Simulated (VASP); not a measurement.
# Cu (P6_3/mmc) in VASP: further runs

Cu is run at these levels: PBEsol; tasks: single point.

Program: VASP 6.6.1. These are calculated values, not measurements. Logs are shortened: lines on timing, memory, paths and dates and some standing lists are left out, and cuts for length are marked.

## (1) The cell of the first run

The structure is hexagonal, space group P6_3/mmc (No. 194). Conventional cell: a = 2.518 Å, b = 2.518 Å, c = 4.456 Å, α = 90.00°, β = 90.00°, γ = 120.00°. Within 3.3 Å of Cu (site symmetry -6m2) lie 12 Cu at 2.52 to 2.66 Å.

This isn't the form of Cu at room conditions, which is fcc.

## (2) Single point, PBEsol (12.23 Å³/atom)

File INCAR:

```
PREC = Accurate
ENCUT = 520
EDIFF = 1E-6
ISMEAR = 0
SIGMA = 0.15
LREAL = F
LASPH = T
NELM = 100
ALGO = Fast
ISIF = 2
LWAVE = F
LCHARG = T
GGA = PS
LELF = T
LVHAR = T
NBANDS = 18
```

File KPOINTS:

```
Automatic mesh
0
Gamma
  24 24 12
```

File POSCAR:

```
Cu
1.0
    2.5175428299      0.0000000000      0.0000000000
   -1.2587714149      2.1802560458      0.0000000000
    0.0000000000      0.0000000000      4.4555473003
Cu
2
Direct
    0.3333333333      0.6666666667      0.2500000000
    0.6666666667      0.3333333333      0.7500000000
```

Potentials or basis: VASP PAW PBE potentials, release 64 (Cu).

On the command line:

```console
$ cat potpaw_PBE.64/Cu/POTCAR > POTCAR
$ mpirun -np 1 vasp_std > vasp.out
```

OUTCAR:

```text
PREC = Accurate
   ENCUT = 520
   EDIFF = 1E-6
   ISMEAR = 0
   LREAL = F
   LASPH = T
   NELM = 100
   ISIF = 2
   GGA = PS

 ion  position               nearest neighbor table
   1  0.333  0.667  0.250-   2 2.66   2 2.66   2 2.66   2 2.66   2 2.66   2 2.66
   2  0.667  0.333  0.750-   1 2.66   1 2.66   1 2.66   1 2.66   1 2.66   1 2.66

  LATTYP: Found a hexagonal cell.
 ALAT       =     2.5175428299
 C/A-ratio  =     1.7698000000

  Lattice vectors:

 A1 = (   2.5175428299,   0.0000000000,   0.0000000000)
 A2 = (  -1.2587714149,   2.1802560458,   0.0000000000)
 A3 = (   0.0000000000,   0.0000000000,   4.4555473003)

Analysis of symmetry for initial positions (statically):
=====================================================================
 Subroutine PRICEL returns:
 Original cell was already a primitive cell.

 Routine SETGRP: Setting up the symmetry group for a
 hexagonal supercell.

 Subroutine GETGRP returns: Found 24 space group operations
 (whereof 12 operations were pure point group operations)
 out of a pool of 24 trial point group operations.

The static configuration has the point symmetry D_3d.
 The point group associated with its full space group is D_6h.

Analysis of symmetry for dynamics (positions and initial velocities):
=====================================================================
 Subroutine PRICEL returns:
 Original cell was already a primitive cell.

 Routine SETGRP: Setting up the symmetry group for a
 hexagonal supercell.

 Subroutine GETGRP returns: Found 24 space group operations
 (whereof 12 operations were pure point group operations)
 out of a pool of 24 trial point group operations.

The dynamic configuration has the point symmetry D_3d.
 The point group associated with its full space group is D_6h.

 Subroutine INISYM returns: Found 24 space group operations
 (whereof 12 operations are pure point group operations),
 and found     1 'primitive' translations

----------------------------------------------------------------------------------------

                                     Primitive cell

  volume of cell :      24.4560

  direct lattice vectors                    reciprocal lattice vectors
     2.517542830  0.000000000  0.000000000     0.397212706  0.229330863  0.000000000
    -1.258771415  2.180256046  0.000000000     0.000000000  0.458661726  0.000000000
     0.000000000  0.000000000  4.455547300     0.000000000  0.000000000  0.224439319

  length of vectors
     2.517542830  2.517542830  4.455547300     0.458661725  0.458661726  0.224439319

  position of ions in fractional coordinates (direct lattice)
     0.333333333  0.666666667  0.250000000
     0.666666667  0.333333333  0.750000000

  ion indices of the primitive-cell ions
   primitive index   ion index
                 1           1
                 2           2

----------------------------------------------------------------------------------------

 KPOINTS: Automatic mesh

Automatic generation of k-mesh.
 Grid dimensions read from file:
 generate k-points for:   24   24   12

 Generating k-lattice:

  Cartesian coordinates                     Fractional coordinates (reciprocal lattice)
     0.016550529  0.009555453  0.000000000     0.041666667 -0.000000000  0.000000000
     0.000000000  0.019110905  0.000000000     0.000000000  0.041666667  0.000000000
     0.000000000  0.000000000  0.018703277     0.000000000  0.000000000  0.083333333

  Length of vectors
     0.019110905  0.019110905  0.018703277

  Shift w.r.t. Gamma in fractional coordinates (k-lattice)
     0.000000000  0.000000000  0.000000000

 Subroutine IBZKPT returns following result:
 ===========================================

 Found    427 irreducible k-points:

 Following reciprocal coordinates:
            Coordinates               Weight
  0.000000  0.000000  0.000000      1.000000
  0.041667  0.000000  0.000000      6.000000
  0.083333  0.000000  0.000000      6.000000
  0.125000  0.000000  0.000000      6.000000
  0.166667  0.000000  0.000000      6.000000
  0.208333 -0.000000  0.000000      6.000000
[... 16 lines left out ...]
  0.416667  0.041667  0.000000     12.000000
  0.458333  0.041667  0.000000     12.000000
 [... further k-points ...]
   k-points           NKPTS =    427   k-points in BZ     NKDIM =    427   number of bands    NBANDS=     18
   number of dos      NEDOS =    301   number of ions     NIONS =      2
   total plane-waves  NPLWV =  14400
   dimension x,y,z NGX =    20 NGY =   20 NGZ =   36
   dimension x,y,z NGXF=    40 NGYF=   40 NGZF=   72
   ions per type =               2
   NGX,Y,Z   is equivalent  to a cutoff of  13.21, 13.21, 13.43 a.u.
   NGXF,Y,Z  is equivalent  to a cutoff of  26.41, 26.41, 26.86 a.u.
 SYSTEM =  unknown system
   PREC   = accura    normal or accurate (medium, high low for compatibility)
   ISTART =      0    job   : 0-new  1-cont  2-samecut
   ICHARG =      2    charge: 1-file 2-atom 10-const
   ISPIN  =      1    spin polarized calculation?
   LNONCOLLINEAR =      F non collinear calculations
   LSORBIT =      F    spin-orbit coupling
   LASPH  =      T    aspherical Exc in radial PAW
   ENCUT  =  520.0 eV  38.22 Ry    6.18 a.u.   4.68  4.68  8.28*2*pi/ulx,y,z
   NELM   =    100;   NELMIN=  2; NELMDL= -5     # of ELM steps
   EDIFF  = 0.1E-05   stopping-criterion for ELM
   LREAL  =      F    real-space projection
   EDIFFG = 0.1E-04   stopping-criterion for IOM
   NSW    =      0    number of steps for IOM
   IBRION =     -1    ionic relax: 0-MD 1-quasi-New 2-CG
   NFREE  =      0    steps in history (QN), initial steepest desc. (CG)
   ISIF   =      2    stress and relaxation
   ISYM   =      2    0-nonsym 1-usesym 2-fastsym
   POTIM  = 0.5000    time-step for ionic-motion
   TEBEG  =    0.0;   TEEND  =   0.0 temperature during run
   PSTRESS=    0.0 pullay stress
   NELECT =      22.0000    total number of electrons
   NUPDOWN=      -1.0000    fix difference up-down
   EMIN   =  10.00;   EMAX   =-10.00  energy-range for DOS
   EFERMI =   0.00;   METHOD = LEGACY
   ISMEAR =     0;   SIGMA  =   0.15  broadening in eV -4-tet -1-fermi 0-gaus
   EFERMI_NEDOS =   21; number of points for ismear=-14 and -15
   IALGO  =     68    algorithm
   IMIX   =      4    mixing-type and parameters
     AMIX     =   0.40;   BMIX     =  1.00
     AMIX_MAG =   1.60;   BMIX_MAG =  1.00
  volume/ion in A,a.u.               =      12.23        82.52
  Fermi-wavevector in a.u.,A,eV,Ry     =   1.580352  2.986433 33.980733  2.497513
  Thomas-Fermi vector in A             =   2.680593
   LORBIT       =      0    0 simple, 1 ext, 2 COOP (PROOUT), +10 PAW based schemes
   GGA     = PS    functional components
   LHFCALC =     F    Hartree Fock is set to
   AEXX    =    0.0000 exact exchange contribution
   IVDW    =     0    specifies the selected vdW correction
   LEPSILON=     F    determine dielectric tensor
   LRPA    =     F    only Hartree local field effects (RPA)
 non-spin polarized calculation
 RMM-DIIS sequential band-by-band and
 Gauss-broadening in eV      SIGMA  =   0.15
  energy-cutoff  :      520.00
  volume of cell :       24.46
 maximum number of plane-waves:       678
 NGX is ok and might be reduce to    20
   NGX =  9   NGY =  9   NGZ = 17

 number of electron      22.0000001 magnetization

 Free energy of the ion-electron system (eV)
  ---------------------------------------------------
  ext. energy  EPLUGINS =         0.00000000
  ---------------------------------------------------
  free energy    TOTEN  =        -8.50503958 eV

  energy without entropy =       -8.49510195  energy(sigma->0) =       -8.50007077

 E-fermi :   6.9914     XC(G=0): -12.7013

 val. band max:        6.9837128548   @ k =   0.4167   0.0833   0.2500
 cond. band min:       6.9948679719   @ k =   0.5000   0.0000   0.2500
 fundamental gap:      0.0111551171
 Fermi energy:         6.9913642413

 k-point     1 :       0.0000    0.0000    0.0000
  band No.  band energies     occupation
      1      -2.1472      2.00000
      2       1.8612      2.00000
      3       3.7904      2.00000
      4       4.0966      2.00000
      5       4.0966      2.00000
      6       4.2385      2.00000
[... 10 lines left out ...]
     17      29.9311      0.00000
     18      31.3790      0.00000

 k-point     2 :       0.0417    0.0000    0.0000
  band No.  band energies     occupation
      1      -2.0889      2.00000
      2       1.9005      2.00000
      3       3.7949      2.00000
      4       4.0887      2.00000
      5       4.1180      2.00000
      6       4.2257      2.00000
[... 10 lines left out ...]
     17      29.2150      0.00000
     18      31.7214      0.00000

 k-point     3 :       0.0833    0.0000    0.0000
  band No.  band energies     occupation
      1      -1.9150      2.00000
      2       2.0147      2.00000
      3       3.7992      2.00000
      4       4.0738      2.00000
      5       4.1811      2.00000
      6       4.1920      2.00000
[... 10 lines left out ...]
     17      28.6673      0.00000
     18      31.5846      0.00000

 k-point     4 :       0.1250    0.0000    0.0000
  band No.  band energies     occupation
      1      -1.6283      2.00000
      2       2.1919      2.00000
      3       3.7798      2.00000
      4       4.0579      2.00000
      5       4.1146      2.00000
      6       4.1683      2.00000
[... 375 lines left out ...]
      4       3.8667      2.00000
      5       4.0756      2.00000
      6       4.1947      2.00000
[... 10 lines left out ...]
     17      20.9774      0.00000
     18      27.3657      0.00000

 k-point    23 :       0.4167    0.0417    0.0000
  band No.  band energies     occupation
      1       2.2070      2.00000
      2       2.6088      2.00000
      3       2.8553      2.00000
      4       4.0281      2.00000
      5       4.0405      2.00000
      6       4.2605      2.00000
[... 10 lines left out ...]
     17      20.6580      0.00000
     18      27.2435      0.00000

 k-point    24 :       0.4583    0.0417    0.0000
  band No.  band energies     occupation
      1       2.3596      2.00000
      2       2.5485      2.00000
      3       2.8305      2.00000
      4       4.0034      2.00000
      5       4.1879      2.00000
      6       4.2489      2.00000
[... 10 lines left out ...]
     17      20.4981      0.00000
     18      27.2261      0.00000

 [... further k-points ...]

------------------------ aborting loop because EDIFF is reached ----------------------------------------

  FORCE on cell =-STRESS in cart. coord.  units (eV):
  Direction    XX          YY          ZZ          XY          YZ          ZX
  --------------------------------------------------------------------------------------
  -------------------------------------------------------------------------------------
  Total       -0.8280144     -0.8280144     -2.5222624     -0.0000000     -0.0000000      0.0000000
  in kB      -54.2454158    -54.2454158   -165.2400875     -0.0000000     -0.0000000      0.0000000
  external PRESSURE =     -91.2436397 kB  Pullay stress =       0.0000000 kB

 VOLUME and BASIS-vectors are now :
 -----------------------------------------------------------------------------
  energy-cutoff  :      520.00
  volume of cell :       24.46
      direct lattice vectors                 reciprocal lattice vectors
     2.517542830  0.000000000  0.000000000     0.397212706  0.229330863  0.000000000
    -1.258771415  2.180256046  0.000000000     0.000000000  0.458661726  0.000000000
     0.000000000  0.000000000  4.455547300     0.000000000  0.000000000  0.224439319

 POSITION                                       TOTAL-FORCE (eV/Angst)
 -----------------------------------------------------------------------------------
     -0.00000      1.45350      1.11389        -0.000000      0.000000      0.000000
      1.25877      0.72675      3.34166         0.000000     -0.000000      0.000000
 -----------------------------------------------------------------------------------
    total drift:                               -0.000000      0.000000     -0.000000

  FREE ENERGIE OF THE ION-ELECTRON SYSTEM (eV)
  ---------------------------------------------------
  free  energy   TOTEN  =        -8.5050395845 eV

  energy  without entropy=       -8.4951019515  energy(sigma->0) =       -8.50007077
```

Wall time 1.8 min (1 thread of AMD EPYC 9R45 (Zen 5), shared host); peak memory 0.22 GiB.

What came out:

```yaml
Free_energy: -8.5050 eV
Pressure: -9.1 GPa
Band_gap_on_the_k_mesh: zero (bands 11 and 12 overlap by 6.24 eV)
```

Stress tensor (GPa, compression positive):
```
 -5.42   0.00   0.00
  0.00  -5.42   0.00
  0.00   0.00 -16.52
```

Caveat: the stress differs along the axes, from -17 to -5 GPa; the PAW data sets were made with another functional, which shifts forces and pressure a little.

## (3) Single point, PBEsol (12.68 Å³/atom)

This run uses another cell than the first one, of 12.68 Å³/atom.

File INCAR:

```
  ALGO = Fast
  EDIFF = 1E-7
  ENCUT = 520
  GGA = PS
  ISIF = 2
  ISMEAR = 0
  LASPH = T
  LCHARG = F
  LREAL = F
  LWAVE = F
  NBANDS = 18
  NELM = 60
  PREC = Accurate
  SIGMA = 0.15
```

File KPOINTS:

```
k-points
0
Gamma
  24 24 12
```

File POSCAR:

```
Cu
1.0
    2.7248008370      0.0000000000      0.0000000000
   -1.3624004185      2.3597467451      0.0000000000
    0.0000000000      0.0000000000      3.9444216917
Cu
2
Direct
    0.3333333333      0.6666666667      0.2500000000
    0.6666666667      0.3333333333      0.7500000000
```

Potentials or basis: VASP PAW PBE potentials, release 64 (Cu).

On the command line:

```console
$ cat potpaw_PBE.64/Cu/POTCAR > POTCAR
$ mpirun -np 1 vasp_std > vasp.out
```

OUTCAR:

```text
EDIFF = 1E-7
   ENCUT = 520
   GGA = PS
   ISIF = 2
   ISMEAR = 0
   LASPH = T
   LREAL = F
   NELM = 60
   PREC = Accurate

 ion  position               nearest neighbor table
   1  0.333  0.667  0.250-   2 2.52   2 2.52   2 2.52   2 2.52   2 2.52   2 2.52
   2  0.667  0.333  0.750-   1 2.52   1 2.52   1 2.52   1 2.52   1 2.52   1 2.52

  LATTYP: Found a hexagonal cell.
 ALAT       =     2.7248008370
 C/A-ratio  =     1.4476000000

  Lattice vectors:

[... 692 lines left out ...]
 [... further k-points ...]

------------------------ aborting loop because EDIFF is reached ----------------------------------------

  FORCE on cell =-STRESS in cart. coord.  units (eV):
  Direction    XX          YY          ZZ          XY          YZ          ZX
  --------------------------------------------------------------------------------------
  -------------------------------------------------------------------------------------
  Total       -2.5131262     -2.5131262     -0.5040494      0.0000000      0.0000000      0.0000000
  in kB     -158.7601071   -158.7601071    -31.8419875      0.0000000      0.0000000      0.0000000
  external PRESSURE =    -116.4540672 kB  Pullay stress =       0.0000000 kB

 VOLUME and BASIS-vectors are now :
 -----------------------------------------------------------------------------
  energy-cutoff  :      520.00
  volume of cell :       25.36
      direct lattice vectors                 reciprocal lattice vectors
     2.724800837  0.000000000  0.000000000     0.366999300  0.211887145  0.000000000
    -1.362400419  2.359746745  0.000000000     0.000000000  0.423774289  0.000000000
     0.000000000  0.000000000  3.944421692     0.000000000  0.000000000  0.253522589

 POSITION                                       TOTAL-FORCE (eV/Angst)
 -----------------------------------------------------------------------------------
     -0.00000      1.57316      0.98611        -0.000000      0.000000      0.000000
      1.36240      0.78658      2.95832         0.000000     -0.000000      0.000000
 -----------------------------------------------------------------------------------
    total drift:                               -0.000000      0.000000     -0.000000

  FREE ENERGIE OF THE ION-ELECTRON SYSTEM (eV)
  ---------------------------------------------------
  free  energy   TOTEN  =        -8.3900185304 eV

  energy  without entropy=       -8.3828501111  energy(sigma->0) =       -8.38643432
```

Wall time 1.7 min (1 thread of AMD EPYC 9R45 (Zen 5), shared host); peak memory 0.23 GiB.

Results:

```yaml
Free_energy: -8.3900 eV
Pressure: -11.6 GPa
Band_gap_on_the_k_mesh: zero (bands 11 and 12 overlap by 5.13 eV)
```

Caveat: the stress differs along the axes, from -16 to -3 GPa; the PAW data sets were made with another functional, which shifts forces and pressure a little.

## (4) Single point, PBEsol (12.68 Å³/atom)

This run uses another cell than the first one, of 12.68 Å³/atom.

File INCAR:

```
PREC = Accurate ; ENCUT = 520
EDIFF = 1E-6 ; ISMEAR = 0
SIGMA = 0.15 ; LREAL = F
LASPH = T ; NELM = 60
ALGO = Fast ; ISIF = 2
LWAVE = F ; LCHARG = F
GGA = PS ; NBANDS = 18
```

File KPOINTS:

```
Automatic mesh
0
Gamma
  24 24 12
```

File POSCAR:

```
Cu
1.0
    2.5826137945      0.0000000000      0.0000000000
   -1.2913068972      2.2366091542      0.0000000000
    0.0000000000      0.0000000000      4.3907017120
Cu
2
Direct
    0.3333333333      0.6666666667      0.2500000000
    0.6666666667      0.3333333333      0.7500000000
```

On the command line:

```console
$ cat potpaw_PBE.64/Cu/POTCAR > POTCAR
$ mpirun -np 1 vasp_std > vasp.out
```

It took 1.9 min on 1 thread of AMD EPYC 9R45 (Zen 5), shared host; peak memory 0.23 GiB.

The run converged. Its results:

- Free energy: -8.4739 eV
- Pressure: -13.4 GPa
- Band gap on the k mesh: zero (bands 11 and 12 overlap by 5.91 eV)

Stress tensor (GPa, compression positive):
```
-11.90   0.00   0.00
  0.00 -11.90   0.00
  0.00   0.00 -16.36
```

Levels at points of the mesh, in eV from the Fermi level:
```csv
k point,band 9,band 10,band 11,band 12,band 13,band 14
"(0.00, 0.00, 0.00)",-2.21,-1.64,-1.64,-1.15,2.89,21.30
"(0.50, 0.00, 0.00)",-1.50,-1.43,0.10,1.56,7.28,7.37
"(0.00, 0.00, 0.50)",-1.83,-1.83,-1.83,-1.83,10.87,10.87
"(0.50, 0.00, 0.50)",-1.46,-1.46,0.60,0.60,4.56,4.56
```

Caveat: the cell stands under tension; the PAW data sets were made with another functional, which shifts forces and pressure a little.

## (5) Summary

```csv
cell,further INCAR settings,gap on the mesh (eV),pressure (GPa)
"a = 2.518, b = 2.518, c = 4.456 Å, angles 90.0, 90.0, 120.0°, 2 atoms",ALGO = Fast; EDIFF = 1e-06; NBANDS = 18,none,-9.1
"a = 2.725, b = 2.725, c = 3.944 Å, angles 90.0, 90.0, 120.0°, 2 atoms",ALGO = Fast; EDIFF = 1e-07; NBANDS = 18,none,-11.6
"a = 2.583, b = 2.583, c = 4.391 Å, angles 90.0, 90.0, 120.0°, 2 atoms",ALGO = Fast; EDIFF = 1e-06; NBANDS = 18,none,-13.4
```

Alike in all rows: task single point; level PBEsol; potentials or basis VASP PAW PBE potentials, release 64 (Cu); no spin polarisation; k mesh 24 × 24 × 12; cutoff (eV) 520; smearing gaussian 0.15 eV.

Caveats: the PAW data sets were made with another functional, which shifts forces and pressure a little; the stress differs along the axes, from -17 to -5 GPa (at least some runs); the stress differs along the axes, from -16 to -3 GPa (at least some runs); the cell stands under tension (at least some runs).

Total energies depend on the potentials used, so only differences within one code and one set of settings carry meaning.

The gap in the log of VASP goes by the Fermi energy; the results here count the filled bands.